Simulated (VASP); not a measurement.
# Hg (I4/mmm) in VASP: further runs, part 2 of 2

VASP 6.6.1.

## (4) Single point, r2SCAN, non-collinear spin, zero start, spin-orbit coupling

File POSCAR:

```
Hg
1.0
   -1.8767364354      1.8767364354      1.9168448550
    1.8767364354     -1.8767364354      1.9168448550
    1.8767364354      1.8767364354     -1.9168448550
Hg
1
Direct
    0.5000000000      0.5000000000      0.0000000000
```

File INCAR.step1:

```
PREC = Accurate
ENCUT = 520
ISMEAR = -1
SIGMA = 0.05
LREAL = F
LASPH = T
NELM = 150
MAGMOM = 0 0 0
LSORBIT = T
GGA_COMPAT = F
NBANDS = 23
GGA = PE
ALGO = Normal
EDIFF = 1E-4
LWAVE = T
LCHARG = F
```

File INCAR.step2:

```
PREC = Accurate
ENCUT = 520
EDIFF = 1E-6
ISMEAR = -1
SIGMA = 0.05
LREAL = F
LASPH = T
NELM = 150
ALGO = Normal
ISIF = 2
LWAVE = F
LCHARG = F
MAGMOM = 0 0 0
LORBIT = 11
LSORBIT = T
GGA_COMPAT = F
LORBMOM = T
METAGGA = R2SCAN
LMIXTAU = T
NBANDS = 23
ISTART = 1
```

File KPOINTS:

```
Automatic mesh
0
Gamma
  10 10 10
```

Potentials or basis: VASP PAW PBE potentials, release 64 (Hg).

Launch:

```bash
$ cat potpaw_PBE.64/Hg/POTCAR > POTCAR
$ cp INCAR.step1 INCAR
$ mpirun -np 1 vasp_ncl > vasp.out
$ cp INCAR.step2 INCAR
$ mpirun -np 1 vasp_ncl > vasp.out
```

OUTCAR:

```text
PREC = Accurate
   ENCUT = 520
   EDIFF = 1E-6
   ISMEAR = -1
   LREAL = F
   LASPH = T
   NELM = 150
   ISIF = 2
   LORBIT = 11
   LSORBIT = T
   METAGGA = R2SCAN
   ISTART = 1

 ion  position               nearest neighbor table
   1  0.500  0.500  0.000-

  LATTYP: Found a body centered tetragonal cell.
 ALAT       =     3.7534728708
 C/A-ratio  =     1.0213713651

  Lattice vectors:

 A1 = (  -1.8767364354,   1.8767364354,   1.9168448550)
 A2 = (   1.8767364354,  -1.8767364354,   1.9168448550)
 A3 = (   1.8767364354,   1.8767364354,  -1.9168448550)

Analysis of symmetry for initial positions (statically):
=====================================================================
 Subroutine PRICEL returns:
 Original cell was already a primitive cell.
[... 867 lines left out ...]
 ----------------------------------------
            0.000   0.000   0.000

 Spin-Orbit-Coupling matrix elements

 Ion:    1  E_soc:     -0.4590593
 l=   1
     0.0000000    -0.0104306    -0.0102965
    -0.0104306     0.0000000    -0.0104306
    -0.0102965    -0.0104306     0.0000000
 l=   2
     0.0000000    -0.0135927     0.0000000    -0.0135927    -0.0525277
    -0.0135927     0.0000000    -0.0394050    -0.0135863    -0.0131312
     0.0000000    -0.0394050     0.0000000    -0.0394050     0.0000000
    -0.0135927    -0.0135863    -0.0394050     0.0000000    -0.0131312
    -0.0525277    -0.0131312     0.0000000    -0.0131312     0.0000000
 l=   3
     0.0000000     0.0000000     0.0000000     0.0000000     0.0000000     0.0000000     0.0000000
     0.0000000     0.0000000     0.0000000     0.0000000     0.0000000     0.0000000     0.0000000
     0.0000000     0.0000000     0.0000000     0.0000000     0.0000000     0.0000000     0.0000000
     0.0000000     0.0000000     0.0000000     0.0000000     0.0000000     0.0000000     0.0000000
     0.0000000     0.0000000     0.0000000     0.0000000     0.0000000     0.0000000     0.0000000
     0.0000000     0.0000000     0.0000000     0.0000000     0.0000000     0.0000000     0.0000000
     0.0000000     0.0000000     0.0000000     0.0000000     0.0000000     0.0000000     0.0000000

 total charge

# of ion       s       p       d       tot
------------------------------------------
    1        0.966   0.148   9.338  10.452

 magnetization (x)

# of ion       s       p       d       tot
------------------------------------------
    1        0.000   0.000  -0.000   0.000

 magnetization (y)

# of ion       s       p       d       tot
------------------------------------------
    1       -0.000  -0.000   0.000  -0.000

 magnetization (z)

# of ion       s       p       d       tot
------------------------------------------
    1       -0.000  -0.000   0.000  -0.000
```

OUTCAR.step1:

```text
PREC = Accurate
   ENCUT = 520
   ISMEAR = -1
   LREAL = F
   LASPH = T
   NELM = 150
   LSORBIT = T
   GGA = PE
   EDIFF = 1E-4
[... 882 lines left out ...]
     0.0000000     0.0000000     0.0000000     0.0000000     0.0000000     0.0000000     0.0000000
     0.0000000     0.0000000     0.0000000     0.0000000     0.0000000     0.0000000     0.0000000
     0.0000000     0.0000000     0.0000000     0.0000000     0.0000000     0.0000000     0.0000000
     0.0000000     0.0000000     0.0000000     0.0000000     0.0000000     0.0000000     0.0000000
     0.0000000     0.0000000     0.0000000     0.0000000     0.0000000     0.0000000     0.0000000

=======================================================================

 ========================================================
```

OSZICAR.step1:

```text
N       E                     dE             d eps       ncg     rms          rms(c)
DAV:   1     0.916035442928E+02    0.91604E+02   -0.59997E+03  4692   0.994E+02
DAV:   2     0.192834972283E+01   -0.89675E+02   -0.83258E+02  5266   0.271E+02
DAV:   3    -0.424090511661E+00   -0.23524E+01   -0.23467E+01  5510   0.475E+01
DAV:   4    -0.427651395311E+00   -0.35609E-02   -0.35608E-02  5366   0.195E+00
DAV:   5    -0.427657684699E+00   -0.62894E-05   -0.62894E-05  4774   0.752E-02    0.423E+00
DAV:   6    -0.406547908742E+00    0.21110E-01   -0.43000E-02  5574   0.274E+00    0.301E+00
DAV:   7    -0.405324933614E+00    0.12230E-02   -0.69769E-03  5533   0.901E-01    0.135E+00
DAV:   8    -0.405416629967E+00   -0.91696E-04   -0.50001E-04  5127   0.259E-01
   1 F= -.40541663E+00 E0= -.40425641E+00  d E =-.232043E-02  mag=    -0.0000     0.0000     0.0000
```

It took 3.6 min on 1 thread of Intel Xeon Platinum 8488C (Sapphire Rapids), shared host; peak memory 0.27 GiB.

Results:

* Free energy: -49.5915 eV
* Pressure: -0.2 GPa
* Net moment: 0.00 μB per cell
* Valence electrons inside the program's atomic spheres: Hg 10.45

Moments on the atoms (μB; x, y, z):
```
Hg  0.00 0.00 0.00
```

Caveat: the PAW data sets were made with another functional, which shifts forces and pressure a little.

## (5) Single point, BLYP, non-collinear spin, zero start, spin-orbit coupling

File INCAR:

```
PREC = Accurate
ENCUT = 550
EDIFF = 1E-6
ISMEAR = 1
SIGMA = 0.1
LREAL = False
LASPH = True
NELM = 200
ALGO = Normal
ISIF = 2
LWAVE = False
LCHARG = True
MAGMOM = 0 0 0
LORBIT = 11
LSORBIT = True
GGA_COMPAT = False
LORBMOM = True
GGA = B5
ALDAX = 1.0
AGGAX = 1.0
AGGAC = 1.0
ALDAC = 0.0
LVHAR = True
NBANDS = 31
```

File KPOINTS:

```
regular mesh
0
Gamma
  7 7 7
```

POSCAR is that of step 4.

Potentials or basis: VASP PAW PBE potentials, release 64 (Hg_sv_GW).

Launch:

```bash
$ cat potpaw_PBE.64/Hg_sv_GW/POTCAR > POTCAR
$ mpirun -np 1 vasp_ncl > vasp.out
```

Run time: 89 s. Hardware: 1 thread of AMD EPYC 7R13 (Zen 3), shared host; peak memory 0.24 GiB.

It converged, with:

- Free energy: -3.5030 eV
- Pressure: 3.6 GPa
- Net moment: 0.00 μB per cell
- Valence electrons inside the program's atomic spheres: Hg 17.75

Stress tensor (GPa, compression positive):
```
3.61 0.00 0.00
0.00 3.61 0.00
0.00 0.00 3.50
```

Moments on the atoms (μB; x, y, z):
```
Hg  0.00 0.00 0.00
```

Caveat: the cell stands under pressure; the PAW data sets were made with another functional, which shifts forces and pressure a little.

## (6) Overview

| level | potentials or basis | spin | k mesh | cutoff (eV) | smearing | gap on the mesh (eV) | pressure (GPa) | moment (μB) |
| --- | --- | --- | --- | --- | --- | --- | --- | --- |
| LDA | VASP PAW LDA potentials, release 64 (Hg_sv_GW) | off | 10 × 10 × 10 | 550 | gaussian 0.02 eV | none | -4.4 | - |
| r2SCAN | VASP PAW PBE potentials, release 64 (Hg) | off | 10 × 10 × 10 | 520 | fermi-dirac 0.05 eV | none | 0.4 | - |
| r2SCAN | VASP PAW PBE potentials, release 64 (Hg) | non-collinear, zero start, SOC | 10 × 10 × 10 | 520 | fermi-dirac 0.05 eV | - | -0.2 | 0.00 |
| BLYP | VASP PAW PBE potentials, release 64 (Hg_sv_GW) | non-collinear, zero start, SOC | 7 × 7 × 7 | 550 | methfessel-paxton 0.1 eV | - | 3.6 | 0.00 |

Alike in all rows: task single point; cell as given.

Caveats: the PAW data sets were made with another functional, which shifts forces and pressure a little (at least some runs); spin-orbit coupling is left out, which moves the levels of the heavy elements (at least some runs); the cell stands under tension (at least some runs); the cell stands under pressure (at least some runs).

Absolute energies hang on the potentials; compare differences alone.
